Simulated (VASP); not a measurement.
# CO in VASP: further runs

CO is run at these levels: r2SCAN+D3(BJ); tasks: single point.

Everything below comes from runs of VASP 6.6.1. Logs are shortened: lines on timing, memory, paths and dates and some standing lists are left out, and cuts for length are marked.

### 1 The cell of the first run

The cell holds a disordered packing, 16 atoms: a = 7.742 Å, b = 7.742 Å, c = 7.742 Å, α = 90.00°, β = 90.00°, γ = 90.00°.

### 2 Single point, r2SCAN+D3(BJ)

File POSCAR:

```
CO
1.0
    7.7417530000      0.0000000000      0.0000000000
    0.0000000000      7.7417530000      0.0000000000
    0.0000000000      0.0000000000      7.7417530000
O C
8 8
Direct
    0.8828491428      0.2970645021      0.6278810497
    0.4647267873      0.1819613723      0.1482868286
    0.7404524531      0.7716081874      0.7362286035
    0.1834855749      0.8293212145      1.0362510920
    0.4446538142      0.4350306707      0.6299865160
    0.3731196281      0.0265960436      0.5352534497
    0.9033096251      0.2810603748      0.0418509865
    0.7982558989      0.8397968780      0.2887588896
    0.8887909495      0.3890591704      0.5135787721
    0.3722025231      0.1778925264      0.0353795839
    0.6959018197      0.8851741976      0.8167917525
    0.1086575611      0.8684208861      0.9160070077
    0.3830398619      0.5616815726      0.6724187661
    0.2445570144      0.0688087052      0.4900957186
    0.8570281175      0.4164560662      0.0170245679
    0.6767459515      0.7617396215      0.3213354908
```

File INCAR.step1:

```
SYSTEM = CO
PREC = Accurate
ENCUT = 1100
ISMEAR = -1
SIGMA = 0.05
LREAL = Auto
LASPH = .TRUE.
NELM = 120
NBANDS = 54
GGA = PE
ALGO = Normal
EDIFF = 1E-5
LWAVE = .TRUE.
LCHARG = .FALSE.
GGA_COMPAT = .FALSE.
```

File INCAR.step2:

```
SYSTEM = CO
PREC = Accurate
ENCUT = 1100
EDIFF = 1E-6
ISMEAR = -1
SIGMA = 0.05
LREAL = Auto
LASPH = .TRUE.
NELM = 120
ALGO = Normal
ISIF = 2
LWAVE = .FALSE.
LCHARG = .FALSE.
METAGGA = R2SCAN
LMIXTAU = .TRUE.
IVDW = 12
VDW_S6 = 1.0
VDW_S8 = 0.78981345
VDW_A1 = 0.49484001
VDW_A2 = 5.73083694
NBANDS = 54
ISTART = 1
GGA_COMPAT = .FALSE.
```

File KPOINTS:

```
Automatic mesh
0
G
  1 1 1
  0 0 0
```

Potentials or basis: VASP PAW PBE potentials, release 64 (O_h, C_h).

On the command line:

```console
$ cat potpaw_PBE.64/O_h/POTCAR potpaw_PBE.64/C_h/POTCAR > POTCAR
$ cp INCAR.step1 INCAR
$ mpirun -np 1 vasp_gam > vasp.out
$ cp INCAR.step2 INCAR
$ mpirun -np 1 vasp_gam > vasp.out
```

OUTCAR:

```text
SYSTEM = CO
   PREC = Accurate
   ENCUT = 1100
   EDIFF = 1E-6
   ISMEAR = -1
   LREAL = Auto
   LASPH = .TRUE.
   NELM = 120
   ISIF = 2
   METAGGA = R2SCAN
   IVDW = 12
   ISTART = 1
 IVDW          = 12

 ion  position               nearest neighbor table
   1  0.883  0.297  0.628-   9 1.14
   2  0.465  0.182  0.148-  10 1.13
   3  0.740  0.772  0.736-  11 1.13
   4  0.183  0.829  0.036-  12 1.14
   5  0.445  0.435  0.630-  13 1.14
   6  0.373  0.027  0.535-  14 1.10
[... 8 lines left out ...]
  15  0.857  0.416  0.017-   7 1.12
  16  0.677  0.762  0.321-   8 1.15

  LATTYP: Found a simple cubic cell.
 ALAT       =     7.7417530000

  Lattice vectors:

 A1 = (   7.7417530000,   0.0000000000,   0.0000000000)
 A2 = (   0.0000000000,   7.7417530000,   0.0000000000)
 A3 = (   0.0000000000,   0.0000000000,   7.7417530000)

Analysis of symmetry for initial positions (statically):
=====================================================================
 Subroutine PRICEL returns:
 Original cell was already a primitive cell.

 Routine SETGRP: Setting up the symmetry group for a
 simple cubic supercell.

 Subroutine GETGRP returns: Found  1 space group operations
 (whereof  1 operations were pure point group operations)
 out of a pool of 48 trial point group operations.

The static configuration has the point symmetry C_1 .

Analysis of symmetry for dynamics (positions and initial velocities):
=====================================================================
 Subroutine PRICEL returns:
 Original cell was already a primitive cell.

 Routine SETGRP: Setting up the symmetry group for a
 simple cubic supercell.

 Subroutine GETGRP returns: Found  1 space group operations
 (whereof  1 operations were pure point group operations)
 out of a pool of 48 trial point group operations.

The dynamic configuration has the point symmetry C_1 .

 Subroutine INISYM returns: Found  1 space group operations
 (whereof  1 operations are pure point group operations),
 and found     1 'primitive' translations

----------------------------------------------------------------------------------------

                                     Primitive cell

  volume of cell :     463.9999

  direct lattice vectors                    reciprocal lattice vectors
     7.741753000  0.000000000  0.000000000     0.129169711  0.000000000  0.000000000
     0.000000000  7.741753000  0.000000000     0.000000000  0.129169711  0.000000000
     0.000000000  0.000000000  7.741753000     0.000000000  0.000000000  0.129169711

  length of vectors
     7.741753000  7.741753000  7.741753000     0.129169711  0.129169711  0.129169711

  position of ions in fractional coordinates (direct lattice)
     0.882849143  0.297064502  0.627881050
     0.464726787  0.181961372  0.148286829
     0.740452453  0.771608187  0.736228604
     0.183485575  0.829321214  0.036251092
     0.444653814  0.435030671  0.629986516
     0.373119628  0.026596044  0.535253450
[... 8 lines left out ...]
     0.857028118  0.416456066  0.017024568
     0.676745952  0.761739621  0.321335491

  ion indices of the primitive-cell ions
   primitive index   ion index
                 1           1
                 2           2
                 3           3
                 4           4
                 5           5
                 6           6
[... 8 lines left out ...]
                15          15
                16          16

----------------------------------------------------------------------------------------

 KPOINTS: Automatic mesh

Automatic generation of k-mesh.
 Grid dimensions read from file:
 generate k-points for:    1    1    1

 Generating k-lattice:

  Cartesian coordinates                     Fractional coordinates (reciprocal lattice)
     0.129169711  0.000000000  0.000000000     1.000000000  0.000000000  0.000000000
     0.000000000  0.129169711  0.000000000     0.000000000  1.000000000  0.000000000
     0.000000000  0.000000000  0.129169711     0.000000000  0.000000000  1.000000000

  Length of vectors
     0.129169711  0.129169711  0.129169711

  Shift w.r.t. Gamma in fractional coordinates (k-lattice)
     0.000000000  0.000000000  0.000000000

 Subroutine IBZKPT returns following result:
 ===========================================

 Found      1 irreducible k-points:

 Following reciprocal coordinates:
            Coordinates               Weight
  0.000000  0.000000  0.000000      1.000000
   k-points           NKPTS =      1   k-points in BZ     NKDIM =      1   number of bands    NBANDS=     54
   number of dos      NEDOS =    301   number of ions     NIONS =     16
   total plane-waves  NPLWV = 592704
   dimension x,y,z NGX =    84 NGY =   84 NGZ =   84
   dimension x,y,z NGXF=   168 NGYF=  168 NGZF=  168
   ions per type =               8   8
   NGX,Y,Z   is equivalent  to a cutoff of  18.04, 18.04, 18.04 a.u.
   NGXF,Y,Z  is equivalent  to a cutoff of  36.08, 36.08, 36.08 a.u.
 SYSTEM =  CO
   PREC   = accura    normal or accurate (medium, high low for compatibility)
   ISTART =      1    job   : 0-new  1-cont  2-samecut
   ICHARG =      0    charge: 1-file 2-atom 10-const
   ISPIN  =      1    spin polarized calculation?
   LNONCOLLINEAR =      F non collinear calculations
   LSORBIT =      F    spin-orbit coupling
   LASPH  =      T    aspherical Exc in radial PAW
   ENCUT  = 1100.0 eV  80.85 Ry    8.99 a.u.  20.94 20.94 20.94*2*pi/ulx,y,z
   NELM   =    120;   NELMIN=  2; NELMDL=  0     # of ELM steps
   EDIFF  = 0.1E-05   stopping-criterion for ELM
   LREAL  =      T    real-space projection
   EDIFFG = 0.1E-04   stopping-criterion for IOM
   NSW    =      0    number of steps for IOM
   IBRION =     -1    ionic relax: 0-MD 1-quasi-New 2-CG
   NFREE  =      0    steps in history (QN), initial steepest desc. (CG)
   ISIF   =      2    stress and relaxation
   ISYM   =      2    0-nonsym 1-usesym 2-fastsym
   POTIM  = 0.5000    time-step for ionic-motion
   TEBEG  =    0.0;   TEEND  =   0.0 temperature during run
   PSTRESS=    0.0 pullay stress
   NELECT =      80.0000    total number of electrons
   NUPDOWN=      -1.0000    fix difference up-down
   EMIN   =  10.00;   EMAX   =-10.00  energy-range for DOS
   EFERMI =   0.00;   METHOD = LEGACY
   ISMEAR =    -1;   SIGMA  =   0.05  broadening in eV -4-tet -1-fermi 0-gaus
   EFERMI_NEDOS =   21; number of points for ismear=-14 and -15
   IALGO  =     38    algorithm
   IMIX   =      4    mixing-type and parameters
     AMIX     =   0.40;   BMIX     =  1.00
     AMIX_MAG =   1.60;   BMIX_MAG =  1.00
  volume/ion in A,a.u.               =      29.00       195.70
  Fermi-wavevector in a.u.,A,eV,Ry     =   0.911169  1.721859 11.295946  0.830229
  Thomas-Fermi vector in A             =   2.035417
   LORBIT       =      0    0 simple, 1 ext, 2 COOP (PROOUT), +10 PAW based schemes
   METAGGA = R2SCAN    functional components
   LHFCALC =     F    Hartree Fock is set to
   AEXX    =    0.0000 exact exchange contribution
   IVDW    =    12    specifies the selected vdW correction
   LEPSILON=     F    determine dielectric tensor
   LRPA    =     F    only Hartree local field effects (RPA)
 non-spin polarized calculation
  energy-cutoff  :     1100.00
  volume of cell :      464.00
 maximum number of plane-waves:     19249
 NGX is ok and might be reduce to    84
   NGX = 41   NGY = 41   NGZ = 41

 number of electron      80.0000000 magnetization

 Free energy of the ion-electron system (eV)
  ---------------------------------------------------
  ext. energy  EPLUGINS =         0.00000000
  ---------------------------------------------------
  free energy    TOTEN  =      -133.47444069 eV

  energy without entropy =     -133.47444069  energy(sigma->0) =     -133.47444069

 E-fermi :  -4.9862     XC(G=0):  -5.5107

 val. band max:       -6.2507732298   @ k =   0.0000   0.0000   0.0000
 cond. band min:       0.6466579285   @ k =   0.0000   0.0000   0.0000
 fundamental gap:      6.8974311583
 Fermi energy:        -4.9861699253

 k-point     1 :       0.0000    0.0000    0.0000
  band No.  band energies     occupation
      1     -28.1468      2.00000
      2     -27.8897      2.00000
      3     -27.8685      2.00000
      4     -27.8025      2.00000
      5     -27.7705      2.00000
      6     -27.7153      2.00000
[... 44 lines left out ...]
     51       1.3157      0.00000
     52       1.3497      0.00000
 [bands above 52 left out]

------------------------ aborting loop because EDIFF is reached ----------------------------------------

 Edisp (eV)   -0.38717

 E8    (eV) :    -0.0752

  FORCE on cell =-STRESS in cart. coord.  units (eV):
  Direction    XX          YY          ZZ          XY          YZ          ZX
  --------------------------------------------------------------------------------------
  -------------------------------------------------------------------------------------
  Total      -0.55509    -3.21288    -2.69648    -0.87274     0.32191     0.95917
  in kB      -1.91670   -11.09397    -9.31085    -3.01355     1.11155     3.31200
  external pressure =       -7.44 kB  Pullay stress =        0.00 kB

 VOLUME and BASIS-vectors are now :
 -----------------------------------------------------------------------------
  energy-cutoff  :     1100.00
  volume of cell :      464.00
      direct lattice vectors                 reciprocal lattice vectors
     7.741753000  0.000000000  0.000000000     0.129169711  0.000000000  0.000000000
     0.000000000  7.741753000  0.000000000     0.000000000  0.129169711  0.000000000
     0.000000000  0.000000000  7.741753000     0.000000000  0.000000000  0.129169711

 POSITION                                       TOTAL-FORCE (eV/Angst)
 -----------------------------------------------------------------------------------
      6.83480      2.29980      4.86090         0.029072      0.825891     -1.019153
      3.59780      1.40870      1.14800        -0.325204     -0.025211     -0.410102
      5.73240      5.97360      5.69970        -0.246696      0.538379      0.347280
      1.42050      6.42040      0.28065        -0.678819      0.275288     -1.041123
      3.44240      3.36790      4.87720        -0.609501      1.289015      0.418027
      2.88860      0.20590      4.14380         2.543974     -0.865315      0.917547
[... 8 lines left out ...]
      6.63490      3.22410      0.13180        -0.049979      0.112467      0.010495
      5.23920      5.89720      2.48770         1.882252      1.210552     -0.536372
 -----------------------------------------------------------------------------------
    total drift:                                0.006471      0.004613     -0.002447

  FREE ENERGIE OF THE ION-ELECTRON SYSTEM (eV)
  ---------------------------------------------------
  free  energy   TOTEN  =      -133.8616076377 eV

  energy  without entropy=     -133.8616076376  energy(sigma->0) =     -133.86160764
```

It took 4.5 min on 1 thread of AMD EPYC 9R45 (Zen 5), shared host; peak memory 1.1 GiB.

Results:

```yaml
Free_energy: -133.8616 eV
Pressure: -0.7 GPa
Largest_force: 2.839 eV/Å
Dispersion_energy_per_atom: -0.024 eV
```

Forces on the atoms (eV/Å):
```
O    0.029  0.826 -1.019
O   -0.325 -0.025 -0.410
O   -0.247  0.538  0.347
O   -0.679  0.275 -1.041
O   -0.610  1.289  0.418
O    2.544 -0.865  0.918
O    0.047 -0.115  0.047
O   -1.888 -1.204  0.508
C   -0.052 -0.829  0.986
C    0.408  0.134  0.384
C    0.174 -0.532 -0.360
C    0.706 -0.348  1.075
C    0.596 -1.299 -0.434
C   -2.535  0.831 -0.892
C   -0.050  0.112  0.010
C    1.882  1.211 -0.536
```

Stress tensor (GPa, compression positive):
```
-0.19 -0.30  0.33
-0.30 -1.11  0.11
 0.33  0.11 -0.93
```

Caveat: the k points lie up to 0.81 Å⁻¹ apart, too coarse for converged energies, forces and pressures; the PAW data sets were made with another functional, which shifts forces and pressure a little.

### 3 Single point, r2SCAN+D3(BJ)

File POSCAR:

```
CO
1.0
    7.7417530000      0.0000000000      0.0000000000
    0.0000000000      7.7417530000      0.0000000000
    0.0000000000      0.0000000000      7.7417530000
O C
8 8
Direct
    0.8792711418      0.3010945971      0.6188520869
    0.4692606442      0.1823488814      0.1572899575
    0.7117638602      0.7791646156      0.7334772887
    0.1624567459      0.8063419228      1.0341456257
    0.4515514768      0.4361156963      0.6181933213
    0.3601768230      0.0066909910      0.5612811465
    0.9042913149      0.2992862211      0.0458810815
    0.8069490205      0.8577902188      0.3101493938
    0.8919685244      0.3945876341      0.5037489571
    0.3942259589      0.1902282338      0.0311299004
    0.6767072006      0.8698934208      0.8430261208
    0.1043820437      0.8863496420      0.9279810400
    0.3569604972      0.5361318037      0.6571638232
    0.2393127241      0.0616785371      0.4990859305
    0.8408173188      0.4241674980      0.0209513272
    0.6813573102      0.7820063492      0.3065972268
```

File INCAR.step1:

```
  PREC = Accurate
  ENCUT = 1100
  ISMEAR = -1
  SIGMA = 0.05
  LREAL = Auto
  LASPH = True
  NELM = 120
  NBANDS = 54
  GGA = PE
  ALGO = Normal
  EDIFF = 1E-5
  LWAVE = True
  LCHARG = False
  GGA_COMPAT = False
```

File INCAR.step2:

```
  PREC = Accurate
  ENCUT = 1100
  EDIFF = 1E-6
  ISMEAR = -1
  SIGMA = 0.05
  LREAL = Auto
  LASPH = True
  NELM = 120
  ALGO = Normal
  ISIF = 2
  LWAVE = False
  LCHARG = False
  METAGGA = R2SCAN
  LMIXTAU = True
  IVDW = 12
  VDW_S6 = 1.0
  VDW_S8 = 0.78981345
  VDW_A1 = 0.49484001
  VDW_A2 = 5.73083694
  NBANDS = 54
  ISTART = 1
  GGA_COMPAT = False
```

File KPOINTS:

```
Automatic mesh
0
Gamma
  1 1 1
```

Potentials or basis: VASP PAW PBE potentials, release 64 (O_h, C_h).

On the command line:

```console
$ cat potpaw_PBE.64/O_h/POTCAR potpaw_PBE.64/C_h/POTCAR > POTCAR
$ cp INCAR.step1 INCAR
$ mpirun -np 1 vasp_gam > vasp.out
$ cp INCAR.step2 INCAR
$ mpirun -np 1 vasp_gam > vasp.out
```

It took 4.4 min on 1 thread of Intel Xeon 6975P-C (Granite Rapids), shared host; peak memory 1.2 GiB.

Results (log left out):

```
Free energy                : -133.8687 eV
Pressure                   : -0.4 GPa
Largest force              : 3.177 eV/Å
Dispersion energy per atom : -0.024 eV
```

Forces on the atoms (eV/Å):
```
O    0.228  1.856 -2.256
O   -0.703  0.077 -1.183
O   -0.243  0.599  0.716
O    0.166 -0.217  0.299
O    1.564 -1.644 -0.655
O   -0.878  0.387 -0.444
O    1.419 -2.784  0.573
O   -0.999 -0.599 -0.041
C   -0.256 -1.854  2.253
C    0.735 -0.042  1.190
C    0.214 -0.593 -0.727
C   -0.165  0.190 -0.294
C   -1.570  1.645  0.649
C    0.903 -0.404  0.446
C   -1.410  2.779 -0.549
C    0.995  0.604  0.024
```

Stress tensor (GPa, compression positive):
```
-0.33 -0.97 -0.27
-0.97  0.38  0.41
-0.27  0.41 -1.35
```

Levels at points of the mesh, in eV from the Fermi level:
```
           k point  band 38  band 39  band 40  band 41  band 42  band 43
(0.00, 0.00, 0.00)    -1.35    -1.33    -1.24     5.65     5.73     5.84
```

Caveat: the k points lie up to 0.81 Å⁻¹ apart, too coarse for converged energies, forces and pressures; the PAW data sets were made with another functional, which shifts forces and pressure a little.
